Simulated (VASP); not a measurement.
# Zr3W4Se (P4mm) in VASP: further runs

Runs on Zr3W4Se. Level: PBE. Tasks: relaxation of cell and atoms, single point.

Everything below comes from runs of VASP 6.6.1. Logs are shortened: lines on timing, memory, paths and dates and some standing lists are left out, and cuts for length are marked.

## (1) The cell of the first run

It takes space group P4mm (No. 99, tetragonal). Conventional cell: a = 3.231 Å, b = 3.231 Å, c = 14.354 Å, α = 90.00°, β = 90.00°, γ = 90.00°. Within 3.9 Å of Zr (site symmetry 4mm) lie 5 W at 2.93 to 3.32 Å and 4 Se at 3.10 Å and 5 Zr at 3.23 to 3.76 Å. Within 4.0 Å of Zr (site symmetry 4mm) lie 5 W at 2.92 to 3.31 Å and 8 Zr at 3.23 to 3.24 Å and 1 Se at 3.97 Å. Within 3.8 Å of Zr (site symmetry 4mm) lie 4 Se at 2.83 Å and 9 Zr at 3.23 to 3.76 Å. Within 3.6 Å of W (site symmetry 4mm) lie 9 W at 2.73 to 3.23 Å and 4 Zr at 2.92 Å. W (site symmetry 4mm) has 13 W at 2.73 to 3.23 Å and 1 Zr at 3.31 Å within 3.6 Å. Within 3.6 Å of W (site symmetry 4mm) lie 13 W at 2.72 to 3.23 Å and 1 Zr at 3.32 Å. Within 3.6 Å of W (site symmetry 4mm) lie 9 W at 2.72 to 3.23 Å and 4 Zr at 2.93 Å. Se (site symmetry 4mm) has 8 Zr at 2.83 to 3.10 Å and 4 Se at 3.23 Å within 3.7 Å.

## (2) Relaxation of cell and atoms, PBE

File INCAR:

```
PREC = Accurate ; ENCUT = 600
EDIFF = 1E-6 ; ISMEAR = 0
SIGMA = 0.1 ; LREAL = F
LASPH = T ; NELM = 60
ALGO = Normal ; ISIF = 3
LWAVE = F ; LCHARG = F
GGA = PE ; IBRION = 2
NSW = 100 ; EDIFFG = -0.01
```

File KPOINTS:

```
Automatic mesh
0
Gamma
  10 10 2
```

File POSCAR:

```
Zr3W4Se
1.0
    3.2307527473      0.0000000000      0.0000000000
    0.0000000000      3.2307527473      0.0000000000
    0.0000000000      0.0000000000     14.3539146441
Zr W Se
3 4 1
Direct
    0.5000000000      0.5000000000      0.8601383094
    0.0000000000      0.0000000000      0.2825911202
    0.5000000000      0.5000000000      0.1223381559
    0.5000000000      0.5000000000      0.4097422052
    0.0000000000      0.0000000000      0.5132902063
    0.5000000000      0.5000000000      0.6290068602
    0.0000000000      0.0000000000      0.7319018707
    0.0000000000      0.0000000000      0.0059912721
```

Potentials or basis: VASP PAW PBE potentials, release 64 (Zr_sv, W_sv, Se).

Run with:

```bash
> cat potpaw_PBE.64/Zr_sv/POTCAR potpaw_PBE.64/W_sv/POTCAR potpaw_PBE.64/Se/POTCAR > POTCAR
> mpirun -np 1 vasp_std > vasp.out
```

OUTCAR:

```text
PREC = Accurate
   ENCUT = 600
   EDIFF = 1E-6
   ISMEAR = 0
   LREAL = F
   LASPH = T
   NELM = 60
   ISIF = 3
   GGA = PE
   IBRION = 2
   NSW = 100
   EDIFFG = -0.01

 ion  position               nearest neighbor table
   1  0.500  0.500  0.860-   7 2.93   7 2.93   7 2.93   7 2.93   8 3.10   8 3.10   8 3.10   8 3.10
                             6 3.32   3 3.76
   2  0.000  0.000  0.283-   4 2.92   4 2.92   4 2.92   4 2.92   3 3.24   3 3.24   3 3.24   3 3.24
                             5 3.31
   3  0.500  0.500  0.122-   8 2.83   8 2.83   8 2.83   8 2.83   2 3.24   2 3.24   2 3.24   2 3.24
                             1 3.76
   4  0.500  0.500  0.410-   5 2.73   5 2.73   5 2.73   5 2.73   2 2.92   2 2.92   2 2.92   2 2.92
                             6 3.15
   5  0.000  0.000  0.513-   4 2.73   4 2.73   4 2.73   4 2.73   6 2.82   6 2.82   6 2.82   6 2.82
                             7 3.14   2 3.31
   6  0.500  0.500  0.629-   7 2.72   7 2.72   7 2.72   7 2.72   5 2.82   5 2.82   5 2.82   5 2.82
                             4 3.15   1 3.32
   7  0.000  0.000  0.732-   6 2.72   6 2.72   6 2.72   6 2.72   1 2.93   1 2.93   1 2.93   1 2.93
                             5 3.14
   8  0.000  0.000  0.006-   3 2.83   3 2.83   3 2.83   3 2.83   1 3.10   1 3.10   1 3.10   1 3.10

  LATTYP: Found a simple tetragonal cell.
 ALAT       =     3.2307527473
 C/A-ratio  =     4.4429010100

  Lattice vectors:

 A1 = (   3.2307527473,   0.0000000000,   0.0000000000)
 A2 = (   0.0000000000,   3.2307527473,   0.0000000000)
 A3 = (   0.0000000000,   0.0000000000,  14.3539146441)

Analysis of symmetry for initial positions (statically):
=====================================================================
 Subroutine PRICEL returns:
 Original cell was already a primitive cell.

 Routine SETGRP: Setting up the symmetry group for a
 simple tetragonal supercell.

 Subroutine GETGRP returns: Found  8 space group operations
 (whereof  8 operations were pure point group operations)
 out of a pool of 16 trial point group operations.

The static configuration has the point symmetry C_4v.

Analysis of symmetry for dynamics (positions and initial velocities):
=====================================================================
 Subroutine PRICEL returns:
 Original cell was already a primitive cell.

 Routine SETGRP: Setting up the symmetry group for a
 simple tetragonal supercell.

 Subroutine GETGRP returns: Found  8 space group operations
 (whereof  8 operations were pure point group operations)
 out of a pool of 16 trial point group operations.

The dynamic configuration has the point symmetry C_4v.

 Subroutine INISYM returns: Found  8 space group operations
 (whereof  8 operations are pure point group operations),
 and found     1 'primitive' translations

----------------------------------------------------------------------------------------

                                     Primitive cell

  volume of cell :     149.8228

  direct lattice vectors                    reciprocal lattice vectors
     3.230752747  0.000000000  0.000000000     0.309525389  0.000000000  0.000000000
     0.000000000  3.230752747  0.000000000     0.000000000  0.309525389  0.000000000
     0.000000000  0.000000000 14.353914644     0.000000000  0.000000000  0.069667406

  length of vectors
     3.230752747  3.230752747 14.353914644     0.309525389  0.309525389  0.069667406

  position of ions in fractional coordinates (direct lattice)
     0.500000000  0.500000000  0.860138309
     0.000000000  0.000000000  0.282591120
     0.500000000  0.500000000  0.122338156
     0.500000000  0.500000000  0.409742205
     0.000000000  0.000000000  0.513290206
     0.500000000  0.500000000  0.629006860
     0.000000000  0.000000000  0.731901871
     0.000000000  0.000000000  0.005991272

  ion indices of the primitive-cell ions
   primitive index   ion index
                 1           1
                 2           2
                 3           3
                 4           4
                 5           5
                 6           6
                 7           7
                 8           8

----------------------------------------------------------------------------------------

 KPOINTS: Automatic mesh

Automatic generation of k-mesh.
 Grid dimensions read from file:
 generate k-points for:   10   10    2

 Generating k-lattice:

  Cartesian coordinates                     Fractional coordinates (reciprocal lattice)
     0.030952539  0.000000000  0.000000000     0.100000000  0.000000000  0.000000000
     0.000000000  0.030952539  0.000000000     0.000000000  0.100000000  0.000000000
     0.000000000  0.000000000  0.034833703     0.000000000  0.000000000  0.500000000

  Length of vectors
     0.030952539  0.030952539  0.034833703

  Shift w.r.t. Gamma in fractional coordinates (k-lattice)
     0.000000000  0.000000000  0.000000000

 Subroutine IBZKPT returns following result:
 ===========================================

 Found     42 irreducible k-points:

 Following reciprocal coordinates:
            Coordinates               Weight
  0.000000  0.000000  0.000000      1.000000
  0.100000  0.000000  0.000000      4.000000
  0.200000  0.000000  0.000000      4.000000
  0.300000  0.000000  0.000000      4.000000
  0.400000  0.000000  0.000000      4.000000
  0.500000  0.000000  0.000000      2.000000
[... 16 lines left out ...]
  0.100000  0.000000  0.500000      4.000000
  0.200000  0.000000  0.500000      4.000000
 [... further k-points ...]
   k-points           NKPTS =     42   k-points in BZ     NKDIM =     42   number of bands    NBANDS=     58
   number of dos      NEDOS =    301   number of ions     NIONS =      8
   total plane-waves  NPLWV =  94080
   dimension x,y,z NGX =    28 NGY =   28 NGZ =  120
   dimension x,y,z NGXF=    56 NGYF=   56 NGZF=  240
   ions per type =               3   4   1
   NGX,Y,Z   is equivalent  to a cutoff of  14.41, 14.41, 13.90 a.u.
   NGXF,Y,Z  is equivalent  to a cutoff of  28.82, 28.82, 27.80 a.u.
 SYSTEM =  unknown system
   PREC   = accura    normal or accurate (medium, high low for compatibility)
   ISTART =      0    job   : 0-new  1-cont  2-samecut
   ICHARG =      2    charge: 1-file 2-atom 10-const
   ISPIN  =      1    spin polarized calculation?
   LNONCOLLINEAR =      F non collinear calculations
   LSORBIT =      F    spin-orbit coupling
   LASPH  =      T    aspherical Exc in radial PAW
   ENCUT  =  600.0 eV  44.10 Ry    6.64 a.u.   6.45  6.45 28.67*2*pi/ulx,y,z
   NELM   =     60;   NELMIN=  2; NELMDL= -5     # of ELM steps
   EDIFF  = 0.1E-05   stopping-criterion for ELM
   LREAL  =      F    real-space projection
   EDIFFG = -.1E-01   stopping-criterion for IOM
   NSW    =    100    number of steps for IOM
   IBRION =      2    ionic relax: 0-MD 1-quasi-New 2-CG
   NFREE  =      1    steps in history (QN), initial steepest desc. (CG)
   ISIF   =      3    stress and relaxation
   ISYM   =      2    0-nonsym 1-usesym 2-fastsym
   POTIM  = 0.5000    time-step for ionic-motion
   TEBEG  =    0.0;   TEEND  =   0.0 temperature during run
   PSTRESS=    0.0 pullay stress
   NELECT =      98.0000    total number of electrons
   NUPDOWN=      -1.0000    fix difference up-down
   EMIN   =  10.00;   EMAX   =-10.00  energy-range for DOS
   EFERMI =   0.00;   METHOD = LEGACY
   ISMEAR =     0;   SIGMA  =   0.10  broadening in eV -4-tet -1-fermi 0-gaus
   EFERMI_NEDOS =   21; number of points for ismear=-14 and -15
   IALGO  =     38    algorithm
   IMIX   =      4    mixing-type and parameters
     AMIX     =   0.40;   BMIX     =  1.00
     AMIX_MAG =   1.60;   BMIX_MAG =  1.00
  volume/ion in A,a.u.               =      18.73       126.38
  Fermi-wavevector in a.u.,A,eV,Ry     =   1.421099  2.685487 27.477260  2.019522
  Thomas-Fermi vector in A             =   2.541944
   LORBIT       =      0    0 simple, 1 ext, 2 COOP (PROOUT), +10 PAW based schemes
   GGA     = PE    functional components
   LHFCALC =     F    Hartree Fock is set to
   AEXX    =    0.0000 exact exchange contribution
   IVDW    =     0    specifies the selected vdW correction
   LEPSILON=     F    determine dielectric tensor
   LRPA    =     F    only Hartree local field effects (RPA)
 conjugate gradient relaxation of ions
 non-spin polarized calculation
 Gauss-broadening in eV      SIGMA  =   0.10
  energy-cutoff  :      600.00
  volume of cell :      149.82
 maximum number of plane-waves:      5074
 NGX is ok and might be reduce to    28
   NGX = 13   NGY = 13   NGZ = 57

--------------------------------------- Ionic step        1  -------------------------------------------

 number of electron      98.0000002 magnetization

 Free energy of the ion-electron system (eV)
  ---------------------------------------------------
  ext. energy  EPLUGINS =         0.00000000
  ---------------------------------------------------
  free energy    TOTEN  =       -82.40195734 eV

  energy without entropy =      -82.37055693  energy(sigma->0) =      -82.38625713

------------------------ aborting loop because EDIFF is reached ----------------------------------------

  FORCE on cell =-STRESS in cart. coord.  units (eV):
  Direction    XX          YY          ZZ          XY          YZ          ZX
  --------------------------------------------------------------------------------------
  -------------------------------------------------------------------------------------
  Total        0.3562879      0.3562879      0.2948786      0.0000000      0.0000000      0.0000000
  in kB        3.8100774      3.8100774      3.1533779      0.0000000      0.0000000      0.0000000
  external PRESSURE =       3.5911775 kB  Pullay stress =       0.0000000 kB
[... 107 lines left out ...]
  FREE ENERGIE OF THE ION-ELECTRON SYSTEM (eV)
  ---------------------------------------------------
  free  energy   TOTEN  =       -82.4039631981 eV

  energy  without entropy=      -82.3725190785  energy(sigma->0) =      -82.38824114

[... ionic steps 4 to 14 ...]

--------------------------------------- Ionic step       15  -------------------------------------------

 number of electron      98.0000002 magnetization

------------------------ aborting loop because EDIFF is reached ----------------------------------------
[... 79 lines left out ...]
--------------------------------------- Ionic step       17  -------------------------------------------

 number of electron      98.0000002 magnetization

 Free energy of the ion-electron system (eV)
  ---------------------------------------------------
  ext. energy  EPLUGINS =         0.00000000
  ---------------------------------------------------
  free energy    TOTEN  =       -82.40872634 eV

  energy without entropy =      -82.37805617  energy(sigma->0) =      -82.39339126

 E-fermi :   9.7376     XC(G=0): -12.2110

 val. band max:        9.7255933274   @ k =   0.5000   0.1000   0.0000
 cond. band min:       9.7382106122   @ k =   0.4000   0.4000   0.0000
 fundamental gap:      0.0126172848
 Fermi energy:         9.7376109326

 k-point     1 :       0.0000    0.0000    0.0000
  band No.  band energies     occupation
      1     -64.0781      2.00000
      2     -63.9986      2.00000
      3     -63.7804      2.00000
      4     -63.6903      2.00000
      5     -39.1986      2.00000
      6     -39.1145      2.00000
[... 1453 lines left out ...]
     57      11.7901      0.00000
     58      11.8486      0.00000

 [... further k-points ...]

------------------------ aborting loop because EDIFF is reached ----------------------------------------

  FORCE on cell =-STRESS in cart. coord.  units (eV):
  Direction    XX          YY          ZZ          XY          YZ          ZX
  --------------------------------------------------------------------------------------
  -------------------------------------------------------------------------------------
  Total        0.0467077      0.0467077      0.0371190      0.0000000      0.0000000      0.0000000
  in kB        0.4991098      0.4991098      0.3966476      0.0000000      0.0000000      0.0000000
  external PRESSURE =       0.4649557 kB  Pullay stress =       0.0000000 kB
[... 23 lines left out ...]
  FREE ENERGIE OF THE ION-ELECTRON SYSTEM (eV)
  ---------------------------------------------------
  free  energy   TOTEN  =       -82.4087263388 eV

  energy  without entropy=      -82.3780561743  energy(sigma->0) =      -82.39339126

 reached required accuracy - stopping structural energy minimisation
```

It took 50 min on 1 thread of Intel Xeon 6975P-C (Granite Rapids), shared host; peak memory 0.57 GiB.

What came out:

- Free energy: -82.4087 eV
- Relaxed volume: 18.74 Å³/atom
- Relaxed cell: a = 3.232 Å, b = 3.232 Å, c = 14.351 Å, α = 90.00°, β = 90.00°, γ = 90.00°
- Space group after relaxing (to 0.1 Å): P4mm (No. 99)
- Energy gained by relaxing: 0.8 meV/atom
- Ionic steps: 17
- Pressure after relaxing: 0.0 GPa
- Largest force after relaxing: 0.009 eV/Å
- Band gap on the k mesh: zero (bands 49 and 50 overlap by 0.45 eV)

Forces in eV/Å, atoms in the order of the input:
```
Zr   0.000  0.000 -0.002
Zr   0.000  0.000 -0.006
Zr   0.000  0.000  0.002
W    0.000  0.000  0.009
W    0.000  0.000 -0.007
W    0.000  0.000  0.006
W    0.000  0.000  0.002
Se   0.000  0.000 -0.003
```

Step by step:
| step | energy change (eV) | largest force (eV/Å) | pressure (GPa) | volume (Å³) |
| --- | --- | --- | --- | --- |
| 1 | 0.0000 | 0.2067 | 0.36 | 149.82 |
| 2 | -0.0016 | 0.1392 | -0.82 | 150.73 |
| 3 | -0.0020 | 0.1599 | -0.46 | 150.45 |
| 4 | -0.0044 | 0.1042 | -0.30 | 150.29 |
| 5 | -0.0061 | 0.0809 | 0.02 | 149.97 |
| 6 | -0.0065 | 0.0438 | 0.01 | 149.99 |
| 7 | -0.0066 | 0.0321 | -0.01 | 150.00 |
| 8 | -0.0067 | 0.0149 | 0.00 | 149.99 |
| 9 | -0.0067 | 0.0143 | 0.00 | 149.99 |
| 10 | -0.0067 | 0.0101 | -0.01 | 149.99 |
| 11 | -0.0067 | 0.0228 | -0.03 | 149.99 |
| 12 | -0.0067 | 0.0176 | -0.02 | 149.99 |
| 13 | -0.0067 | 0.0161 | -0.01 | 149.98 |
| 14 | -0.0068 | 0.0105 | 0.01 | 149.94 |
| 15 | -0.0067 | 0.0097 | 0.10 | 149.88 |
| 16 | -0.0068 | 0.0073 | 0.08 | 149.93 |
| 17 | -0.0068 | 0.0085 | 0.05 | 149.93 |

Final structure:
```
Zr W Se
1.0
     3.23228    0.00000    0.00000
     0.00000    3.23228    0.00000
     0.00000    0.00000   14.35108
Zr W Se
3 4 1
Direct
  0.50000 0.50000 0.86052
  0.00000 0.00000 0.28278
  0.50000 0.50000 0.12451
  0.50000 0.50000 0.40962
  0.00000 0.00000 0.51334
  0.50000 0.50000 0.62897
  0.00000 0.00000 0.73195
  0.00000 0.00000 0.00332
```

Levels at points of the mesh, in eV from the Fermi level:
| k point | band 47 | band 48 | band 49 | band 50 | band 51 | band 52 |
| --- | --- | --- | --- | --- | --- | --- |
| (0.00, 0.00, 0.00) | -0.35 | -0.35 | -0.15 | 0.41 | 0.41 | 0.44 |
| (0.50, 0.00, 0.00) | -0.52 | -0.12 | 0.09 | 0.77 | 0.77 | 0.84 |
| (0.50, 0.50, 0.00) | -0.46 | -0.46 | 0.21 | 1.05 | 1.05 | 1.59 |
| (0.00, 0.00, 0.50) | -0.36 | -0.36 | -0.10 | 0.44 | 0.47 | 0.47 |
| (0.50, 0.00, 0.50) | -0.56 | -0.04 | 0.23 | 0.68 | 0.89 | 0.90 |
| (0.50, 0.50, 0.50) | 0.02 | 0.02 | 0.12 | 0.65 | 0.65 | 1.51 |

Caveat: spin-orbit coupling is left out, which moves the levels of the heavy elements.

## (3) Single point, PBE, collinear spin, zero start

This run uses another cell than the first one, of 18.45 Å³/atom.

File INCAR:

```
SYSTEM = Zr3W4Se
  ALGO = Normal
  EDIFF = 1E-7
  ENCUT = 520
  GGA = PE
  ISIF = 2
  ISMEAR = 0
  ISPIN = 2
  LASPH = .TRUE.
  LCHARG = .FALSE.
  LMAXMIX = 4
  LORBIT = 11
  LREAL = .FALSE.
  LWAVE = .FALSE.
  MAGMOM = 0 0 0 0 0 0 0 0
  NBANDS = 63
  NELM = 150
  PREC = Accurate
  SIGMA = 0.1
```

File KPOINTS:

```
k-points
0
G
  4 4 2
  0 0 0
```

File POSCAR:

```
Zr3W4Se
1.0
    3.8503404530      0.0000000000      0.0000000000
    0.0000000000      3.8503404530      0.0000000000
    0.0000000000      0.0000000000      9.9551658199
Zr W Se
3 4 1
Direct
    0.0000000000      0.0000000000      0.7513427370
    0.5000000000      0.5000000000      0.2576999464
    0.5000000000      0.5000000000      0.7573797172
    0.5000000000      0.0000000000      0.0003598256
    0.5000000000      0.0000000000      0.5079104633
    0.0000000000      0.5000000000      0.0003598256
    0.0000000000      0.5000000000      0.5079104633
    0.0000000000      0.0000000000      0.2170380315
```

Potentials or basis: VASP PAW PBE potentials, release 64 (Zr_sv, W_sv, Se).

Run with:

```bash
> cat potpaw_PBE.64/Zr_sv/POTCAR potpaw_PBE.64/W_sv/POTCAR potpaw_PBE.64/Se/POTCAR > POTCAR
> mpirun -np 1 vasp_std > vasp.out
```

Run time: 2.5 min. Hardware: 1 thread of Intel Xeon 6975P-C (Granite Rapids), shared host; peak memory 0.41 GiB.

The run converged. Its results:

```yaml
Free_energy: -78.9280 eV
Pressure: 0.4 GPa
Largest_force: 0.152 eV/Å
Band_gap_on_the_k_mesh: zero (filled and empty bands overlap)
Net_moment: 0.00 μB per cell
Valence_electrons_inside_the_program's_atomic_spheres: Zr 10.09, 9.82, 10.08; W 11.99, 11.96 (each value once); Se 3.85
```

Forces in eV/Å, atoms in the order of the input:
```
Zr   0.000  0.000 -0.152
Zr   0.000  0.000  0.097
Zr   0.000  0.000  0.032
W    0.000  0.000 -0.044
W    0.000  0.000  0.082
W    0.000  0.000 -0.044
W    0.000  0.000  0.082
Se   0.000  0.000 -0.053
```

Stress tensor (GPa, compression positive):
```
 1.69  0.00  0.00
 0.00  1.69  0.00
 0.00  0.00 -2.07
```

Levels at points of the mesh, in eV from the Fermi level:
Spin up:
```tsv
k point	band 45	band 46	band 47	band 48	band 49	band 50	band 51	band 52	band 53	band 54
(0.00, 0.00, 0.00)	-0.73	-0.73	-0.68	-0.47	0.10	0.34	0.34	0.64	1.00	1.84
(0.50, 0.00, 0.00)	-1.03	-0.92	-0.49	-0.46	-0.34	-0.11	0.61	0.74	0.96	1.07
(0.50, 0.50, 0.00)	-0.98	-0.46	-0.37	-0.07	-0.07	0.62	0.95	1.12	1.12	1.51
(0.00, 0.00, 0.50)	-1.54	-1.50	-1.26	0.11	0.56	0.99	1.55	1.55	1.83	1.83
(0.50, 0.00, 0.50)	-0.48	-0.48	-0.48	-0.28	-0.25	-0.22	0.19	0.40	0.55	0.95
(0.50, 0.50, 0.50)	-0.59	-0.42	-0.12	0.09	0.75	0.75	1.12	1.12	1.23	1.53
```
Spin down:
| k point | band 45 | band 46 | band 47 | band 48 | band 49 | band 50 | band 51 | band 52 | band 53 | band 54 |
| --- | --- | --- | --- | --- | --- | --- | --- | --- | --- | --- |
| (0.00, 0.00, 0.00) | -0.73 | -0.73 | -0.68 | -0.47 | 0.10 | 0.34 | 0.34 | 0.64 | 1.00 | 1.84 |
| (0.50, 0.00, 0.00) | -1.03 | -0.92 | -0.49 | -0.46 | -0.34 | -0.11 | 0.61 | 0.74 | 0.96 | 1.07 |
| (0.50, 0.50, 0.00) | -0.98 | -0.46 | -0.37 | -0.07 | -0.07 | 0.62 | 0.95 | 1.12 | 1.12 | 1.51 |
| (0.00, 0.00, 0.50) | -1.54 | -1.50 | -1.26 | 0.11 | 0.56 | 0.99 | 1.55 | 1.55 | 1.83 | 1.83 |
| (0.50, 0.00, 0.50) | -0.48 | -0.48 | -0.48 | -0.28 | -0.25 | -0.22 | 0.19 | 0.40 | 0.55 | 0.95 |
| (0.50, 0.50, 0.50) | -0.59 | -0.42 | -0.12 | 0.09 | 0.75 | 0.75 | 1.12 | 1.12 | 1.23 | 1.53 |

Caveat: the k points lie up to 0.41 Å⁻¹ apart, too coarse for converged energies and pressures of a metal; spin-orbit coupling is left out, which moves the levels of the heavy elements.
